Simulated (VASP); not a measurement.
# Ca (P6_3/mmc) in VASP: further runs, part 2 of 2

VASP 6.6.1. Earlier steps stand in the parts before.

## 5. Single point, PBEsol (strain +0.080 along x and y, -0.080 along z)

INCAR reads:

```
  PREC = Accurate
  ENCUT = 520
  EDIFF = 1E-6
  ISMEAR = 0
  SIGMA = 0.15
  LREAL = False
  LASPH = True
  NELM = 80
  ALGO = Fast
  ISIF = 2
  LWAVE = False
  LCHARG = True
  GGA = PS
  LELF = True
  LVHAR = True
  NBANDS = 17
```

KPOINTS reads:

```
Automatic mesh
0
Gamma
  12 12 8
```

POSCAR reads:

```
Ca
1.0
    4.2983994823      0.0000000000      0.0000000000
   -2.1491997411      3.7225231472      0.0000000000
    0.0000000000      0.0000000000      5.9984000000
Ca
2
Direct
    0.3333333333      0.6666666667      0.2500000000
    0.6666666667      0.3333333333      0.7500000000
```

Potentials or basis: VASP PAW PBE potentials, release 64 (Ca_sv).

Run with:

```console
> cat potpaw_PBE.64/Ca_sv/POTCAR > POTCAR
> mpirun -np 1 vasp_std > vasp.out
```

OUTCAR:

```text
PREC = Accurate
   ENCUT = 520
   EDIFF = 1E-6
   ISMEAR = 0
   LREAL = False
   LASPH = True
   NELM = 80
   ISIF = 2
   GGA = PS

 ion  position               nearest neighbor table
   1  0.333  0.667  0.250-
   2  0.667  0.333  0.750-

  LATTYP: Found a hexagonal cell.
 ALAT       =     4.2983994823
 C/A-ratio  =     1.3954961666

  Lattice vectors:

 A1 = (   4.2983994823,   0.0000000000,   0.0000000000)
 A2 = (  -2.1491997411,   3.7225231472,   0.0000000000)
 A3 = (   0.0000000000,   0.0000000000,   5.9984000000)

Analysis of symmetry for initial positions (statically):
=====================================================================
 Subroutine PRICEL returns:
 Original cell was already a primitive cell.

 Routine SETGRP: Setting up the symmetry group for a
 hexagonal supercell.

 Subroutine GETGRP returns: Found 24 space group operations
 (whereof 12 operations were pure point group operations)
 out of a pool of 24 trial point group operations.

The static configuration has the point symmetry D_3d.
 The point group associated with its full space group is D_6h.
[... 160 lines left out ...]
  free energy    TOTEN  =        -4.06683151 eV

  energy without entropy =       -4.03486650  energy(sigma->0) =       -4.05084901

 E-fermi :   1.4382     XC(G=0):  -7.4073

 val. band max:        1.4380958191   @ k =   0.2500   0.0000   0.0000
 cond. band min:       1.4422896313   @ k =   0.4167   0.1667   0.5000
 fundamental gap:      0.0041938121
 Fermi energy:         1.4381518378

 k-point     1 :       0.0000    0.0000    0.0000
  band No.  band energies     occupation
      1     -40.7335      2.00000
      2     -40.7193      2.00000
      3     -21.8510      2.00000
      4     -21.7644      2.00000
      5     -21.7644      2.00000
      6     -21.7363      2.00000
[... 457 lines left out ...]
      4     -21.7853      2.00000
      5     -21.7751      2.00000
      6     -21.7740      2.00000
[... 9 lines left out ...]
     16       4.2547      0.00000
     17       4.4754      0.00000

 [... further k-points ...]

------------------------ aborting loop because EDIFF is reached ----------------------------------------

  FORCE on cell =-STRESS in cart. coord.  units (eV):
  Direction    XX          YY          ZZ          XY          YZ          ZX
  --------------------------------------------------------------------------------------
  -------------------------------------------------------------------------------------
  Total       -1.7441016     -1.7441016     -0.0373760     -0.0000000     -0.0000000      0.0000000
  in kB      -29.1140598    -29.1140598     -0.6239133     -0.0000000     -0.0000000      0.0000000
  external PRESSURE =     -19.6173443 kB  Pullay stress =       0.0000000 kB

 VOLUME and BASIS-vectors are now :
 -----------------------------------------------------------------------------
  energy-cutoff  :      520.00
  volume of cell :       95.98
      direct lattice vectors                 reciprocal lattice vectors
     4.298399482  0.000000000  0.000000000     0.232644733  0.134317499  0.000000000
    -2.149199741  3.722523147  0.000000000     0.000000000  0.268634998  0.000000000
     0.000000000  0.000000000  5.998400000     0.000000000  0.000000000  0.166711123

 POSITION                                       TOTAL-FORCE (eV/Angst)
 -----------------------------------------------------------------------------------
     -0.00000      2.48168      1.49960         0.000000     -0.000000      0.000000
      2.14920      1.24084      4.49880        -0.000000      0.000000     -0.000000
 -----------------------------------------------------------------------------------
    total drift:                               -0.000000      0.000000     -0.000000

  FREE ENERGIE OF THE ION-ELECTRON SYSTEM (eV)
  ---------------------------------------------------
  free  energy   TOTEN  =        -4.0668315138 eV

  energy  without entropy=       -4.0348665009  energy(sigma->0) =       -4.05084901
```

OSZICAR:

```text
N       E                     dE             d eps       ncg     rms          rms(c)
DAV:   1     0.169830507127E+03    0.16983E+03   -0.99269E+03  3230   0.103E+03
DAV:   2     0.530276047808E+01   -0.16453E+03   -0.16264E+03  3611   0.310E+02
DAV:   3    -0.372404423789E+01   -0.90268E+01   -0.89687E+01  6299   0.521E+01
DAV:   4    -0.405362405865E+01   -0.32958E+00   -0.32876E+00  4169   0.106E+01
DAV:   5    -0.406865212423E+01   -0.15028E-01   -0.15024E-01  5462   0.151E+00    0.327E+00
RMM:   6    -0.406674865855E+01    0.19035E-02   -0.13270E-02  3479   0.129E+00    0.202E+00
RMM:   7    -0.406660256206E+01    0.14610E-03   -0.43049E-02  3641   0.247E+00    0.137E-01
RMM:   8    -0.406662177719E+01   -0.19215E-04   -0.75781E-03  4238   0.746E-01    0.339E-02
RMM:   9    -0.406676442932E+01   -0.14265E-03   -0.20911E-03  4959   0.332E-01    0.454E-02
RMM:  10    -0.406681745477E+01   -0.53025E-04   -0.37037E-04  5088   0.136E-01    0.469E-02
RMM:  11    -0.406682249265E+01   -0.50379E-05   -0.22076E-04  5022   0.105E-01    0.211E-02
RMM:  12    -0.406682800635E+01   -0.55137E-05   -0.64861E-05  5080   0.455E-02    0.157E-02
RMM:  13    -0.406683187047E+01   -0.38641E-05   -0.19104E-05  4109   0.172E-02    0.268E-03
RMM:  14    -0.406683151383E+01    0.35664E-06   -0.54566E-06  3893   0.102E-02
   1 F= -.40668315E+01 E0= -.40508490E+01  d E =-.319650E-01
```

Wall time 1.9 min (1 thread of Intel Xeon Platinum 8259CL at 2.50GHz (Skylake/Cascade Lake), shared host); peak memory 0.29 GiB.

What came out:

```
Free energy            : -4.0668 eV
Pressure               : -2.0 GPa
Band gap on the k mesh : zero (bands 10 and 11 overlap by 0.50 eV)
```

Stress tensor (GPa, compression positive):
```
-2.91  0.00  0.00
 0.00 -2.91  0.00
 0.00  0.00 -0.06
```

Caveat: the cell differs from its parent crystal (strain +0.080 along x and y, -0.080 along z); the PAW data sets were made with another functional, which shifts forces and pressure a little.

## 6. Summary

| cell | further INCAR settings | gap on the mesh (eV) | pressure (GPa) |
| --- | --- | --- | --- |
| a = 4.139, b = 4.139, c = 5.998 Å, angles 90.0, 90.0, 120.0°, 2 atoms | ALGO = Fast; EDIFF = 1e-06; NBANDS = 17 | none | -1.2 |
| a = 3.980, b = 3.980, c = 6.781 Å, angles 90.0, 90.0, 120.0°, 2 atoms | ALGO = Fast; EDIFF = 1e-07; NBANDS = 17 | none | -1.9 |
| a = 4.139, b = 4.139, c = 6.259 Å, angles 90.0, 90.0, 120.0°, 2 atoms | ALGO = Fast; EDIFF = 1e-06; NBANDS = 17 | none | -1.8 |
| a = 4.298, b = 4.298, c = 5.998 Å, angles 90.0, 90.0, 120.0°, 2 atoms | ALGO = Fast; EDIFF = 1e-06; NBANDS = 17 | none | -2.0 |

Alike in all rows: task single point; level PBEsol; potentials or basis VASP PAW PBE potentials, release 64 (Ca_sv); no spin polarisation; k mesh 12 × 12 × 8; cutoff (eV) 520; smearing gaussian 0.15 eV.

Caveats: the PAW data sets were made with another functional, which shifts forces and pressure a little.

Absolute energies hang on the potentials; compare differences alone.
